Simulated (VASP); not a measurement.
# Li2O (Fm-3m) in VASP: notebook, part 2 of 2

VASP 6.6.1. The steps go on from the part before.

## Step 4: Single point, PBE+U

Contents of INCAR:

```
PREC = Accurate ; ENCUT = 750
EDIFF = 1E-6 ; ISMEAR = 0
SIGMA = 0.1 ; LREAL = False
LASPH = True ; NELM = 200
ALGO = Normal ; ISIF = 2
LWAVE = False ; LCHARG = True
LDAU = True ; LDAUTYPE = 2
LDAUL = -1 1 ; LDAUU = 0 1.8
LDAUJ = 0 0 ; LDAUPRINT = 1
GGA = PE ; LELF = True
LVHAR = True ; NBANDS = 13
ISYM = 0 ; GGA_COMPAT = False
```

Contents of KPOINTS:

```
Automatic mesh
0
Gamma
  4 4 4
  0.5 0.5 0
```

Contents of POSCAR:

```
Li2O
1.0
    0.0000000000      2.3268543819      2.3268543819
    2.3268543819      0.0000000000      2.3268543819
    2.3268543819      2.3268543819      0.0000000000
Li O
2 1
Direct
    0.7500000000      0.7500000000      0.7500000000
    0.2500000000      0.2500000000      0.2500000000
    0.0000000000      0.0000000000      0.0000000000
```

Potentials or basis: VASP PAW PBE potentials, release 64 (Li_sv, O).

On the command line:

```
$ cat potpaw_PBE.64/Li_sv/POTCAR potpaw_PBE.64/O/POTCAR > POTCAR
$ mpirun -np 1 vasp_std > vasp.out
```

OUTCAR:

```text
PREC = Accurate
   ENCUT = 750
   EDIFF = 1E-6
   ISMEAR = 0
   LREAL = False
   LASPH = True
   NELM = 200
   ISIF = 2
   GGA = PE
   ISYM = 0

 ion  position               nearest neighbor table
   1  0.750  0.750  0.750-   3 2.02   3 2.02   3 2.02   3 2.02   2 2.33   2 2.33   2 2.33   2 2.33
                             2 2.33   2 2.33
   2  0.250  0.250  0.250-   3 2.02   3 2.02   3 2.02   3 2.02   1 2.33   1 2.33   1 2.33   1 2.33
                             1 2.33   1 2.33
   3  0.000  0.000  0.000-   1 2.02   1 2.02   1 2.02   1 2.02   2 2.02   2 2.02   2 2.02   2 2.02

IMPORTANT INFORMATION: All symmetrisations will be switched off!
NOSYMM: (Re-)initialisation of all symmetry stuff for point group C_1.

----------------------------------------------------------------------------------------

                                     Primitive cell

  volume of cell :      25.1963

  direct lattice vectors                    reciprocal lattice vectors
     0.000000000  2.326854382  2.326854382    -0.214882377  0.214882377  0.214882377
     2.326854382  0.000000000  2.326854382     0.214882377 -0.214882377  0.214882377
     2.326854382  2.326854382  0.000000000     0.214882377  0.214882377 -0.214882377

  length of vectors
     3.290669025  3.290669025  3.290669025     0.372187194  0.372187194  0.372187194

  position of ions in fractional coordinates (direct lattice)
     0.750000000  0.750000000  0.750000000
     0.250000000  0.250000000  0.250000000
     0.000000000  0.000000000  0.000000000

  ion indices of the primitive-cell ions
   primitive index   ion index
                 1           1
                 2           2
                 3           3

----------------------------------------------------------------------------------------

 KPOINTS: Automatic mesh

Automatic generation of k-mesh.
 Grid dimensions read from file:
 generate k-points for:    4    4    4

 Generating k-lattice:

  Cartesian coordinates                     Fractional coordinates (reciprocal lattice)
    -0.053720594  0.053720594  0.053720594     0.250000000  0.000000000  0.000000000
[... 96 lines left out ...]
  energy-cutoff  :      750.00
  volume of cell :       25.20
 maximum number of plane-waves:      1187
 NGX is ok and might be reduce to    30
   NGX = 15   NGY = 15   NGZ = 15

 number of electron      11.9999997 magnetization

 Free energy of the ion-electron system (eV)
  ---------------------------------------------------
  ext. energy  EPLUGINS =         0.00000000
  ---------------------------------------------------
  free energy    TOTEN  =       -13.04858319 eV

  energy without entropy =      -13.04858319  energy(sigma->0) =      -13.04858319

 E-fermi :   1.6370     XC(G=0):  -9.6514

 val. band max:        1.0891200328   @ k =   0.0000  -0.1250   0.1250
 cond. band min:       6.6000933694   @ k =   0.0000   0.3750   0.3750
 fundamental gap:      5.5109733366
 Fermi energy:         1.6369984368

 k-point     1 :       0.1250    0.1250    0.0000
  band No.  band energies     occupation
      1     -41.8051      2.00000
      2     -41.5287      2.00000
      3     -14.0874      2.00000
      4       0.7777      2.00000
      5       0.9498      2.00000
      6       0.9498      2.00000
      7       6.8177      0.00000
      8      13.1663      0.00000
      9      13.1663      0.00000
     10      13.4573      0.00000
     11      16.9436      0.00000
     12      20.9912      0.00000
     13      20.9912      0.00000
[... 354 lines left out ...]
  band No.  band energies     occupation
      1     -41.6934      2.00000
      2     -41.6215      2.00000
      3     -13.9053      2.00000
      4      -1.2914      2.00000
      5       0.4666      2.00000
      6       0.7252      2.00000
      7       9.3900      0.00000
      8      11.2870      0.00000
      9      13.6639      0.00000
     10      13.7468      0.00000
     11      17.7128      0.00000
     12      19.2766      0.00000
     13      23.5186      0.00000

 [... further k-points ...]

------------------------ aborting loop because EDIFF is reached ----------------------------------------

  FORCE on cell =-STRESS in cart. coord.  units (eV):
  Direction    XX          YY          ZZ          XY          YZ          ZX
  --------------------------------------------------------------------------------------
  -------------------------------------------------------------------------------------
  Total       -0.3415503     -0.3415513     -0.3415514      0.0000008      0.0000014      0.0000003
  in kB      -21.7183932    -21.7184532    -21.7184577      0.0000505      0.0000898      0.0000193
  external PRESSURE =     -21.7184347 kB  Pullay stress =       0.0000000 kB

 VOLUME and BASIS-vectors are now :
 -----------------------------------------------------------------------------
  energy-cutoff  :      750.00
  volume of cell :       25.20
      direct lattice vectors                 reciprocal lattice vectors
     0.000000000  2.326854382  2.326854382    -0.214882377  0.214882377  0.214882377
     2.326854382  0.000000000  2.326854382     0.214882377 -0.214882377  0.214882377
     2.326854382  2.326854382  0.000000000     0.214882377  0.214882377 -0.214882377

 POSITION                                       TOTAL-FORCE (eV/Angst)
 -----------------------------------------------------------------------------------
      3.49028      3.49028      3.49028         0.000000      0.000000      0.000000
      1.16343      1.16343      1.16343        -0.000000     -0.000000      0.000000
      0.00000      0.00000      0.00000        -0.000000      0.000000     -0.000000
 -----------------------------------------------------------------------------------
    total drift:                               -0.000001      0.000000      0.000001

  FREE ENERGIE OF THE ION-ELECTRON SYSTEM (eV)
  ---------------------------------------------------
  free  energy   TOTEN  =       -13.0485831901 eV

  energy  without entropy=      -13.0485831901  energy(sigma->0) =      -13.04858319
```

OSZICAR:

```text
N       E                     dE             d eps       ncg     rms          rms(c)
DAV:   1     0.576252861851E+02    0.57625E+02   -0.70084E+03  2496   0.126E+03
DAV:   2    -0.864032669847E+01   -0.66266E+02   -0.63016E+02  3039   0.264E+02
DAV:   3    -0.146569818317E+02   -0.60167E+01   -0.59648E+01  4626   0.569E+01
DAV:   4    -0.147531762954E+02   -0.96194E-01   -0.96184E-01  2768   0.786E+00
DAV:   5    -0.147539462947E+02   -0.77000E-03   -0.76999E-03  3713   0.601E-01    0.744E+00
DAV:   6    -0.130789207323E+02    0.16750E+01   -0.80247E+00  2681   0.151E+01    0.279E+00
DAV:   7    -0.130500078741E+02    0.28913E-01   -0.17950E-01  3167   0.293E+00    0.149E+00
DAV:   8    -0.130499622543E+02    0.45620E-04   -0.63344E-02  2943   0.245E+00    0.428E-01
DAV:   9    -0.130481522090E+02    0.18100E-02   -0.60239E-03  3121   0.649E-01    0.129E-01
DAV:  10    -0.130486022544E+02   -0.45005E-03   -0.89625E-04  2971   0.222E-01    0.558E-02
DAV:  11    -0.130485811732E+02    0.21081E-04   -0.45225E-05  3129   0.704E-02    0.136E-02
DAV:  12    -0.130485835536E+02   -0.23803E-05   -0.61224E-06  3048   0.239E-02    0.637E-03
DAV:  13    -0.130485831901E+02    0.36353E-06   -0.22240E-06  3176   0.135E-02
   1 F= -.13048583E+02 E0= -.13048583E+02  d E =-.324375E-15
```

Wall time 1.8 min (1 thread of Intel Xeon 8259CL, shared host); peak memory 0.16 GiB.

What came out:

* Free energy: -13.0486 eV
* Pressure: -2.2 GPa
* Band gap on the k mesh: 5.51 eV (least direct gap 5.87 eV)

Levels at points of the mesh, in eV from the valence-band top:
```tsv
k point	band 4	band 5	band 6	band 7	band 8	band 9
(0.12, 0.12, 0.00)	-0.31	-0.14	-0.14	5.73	12.08	12.08
```

Caveat: the k points lie up to 0.58 Å⁻¹ apart; a shifted mesh leaves out Γ, where band edges can lie. A k mesh can miss the band edges.

## Step 5: Summary

| level | U | k mesh | cutoff (eV) | gap on the mesh (eV) | pressure (GPa) |
| --- | --- | --- | --- | --- | --- |
| BLYP+U | O p U = 4.3 eV | 6 × 6 × 6 | 750 | 5.40 | -2.0 |
| r2SCAN+U | O p U = 1.3 eV | 6 × 6 × 6 | 830 | 5.66 | -5.1 |
| PBE+U | O p U = 1.8 eV | 4 × 4 × 4, shifted | 750 | 5.51 | -2.2 |

Alike in all rows: task single point; potentials or basis VASP PAW PBE potentials, release 64 (Li_sv, O); no spin polarisation; cell as given; smearing gaussian 0.1 eV.

Caveats: some runs use coarse meshes; the PAW data sets were made with another functional, which shifts forces and pressure a little (at least some runs); the cell stands under tension (at least some runs); a shifted mesh leaves out Γ, where band edges can lie (at least some runs).

Absolute energies hang on the potentials; compare differences alone.
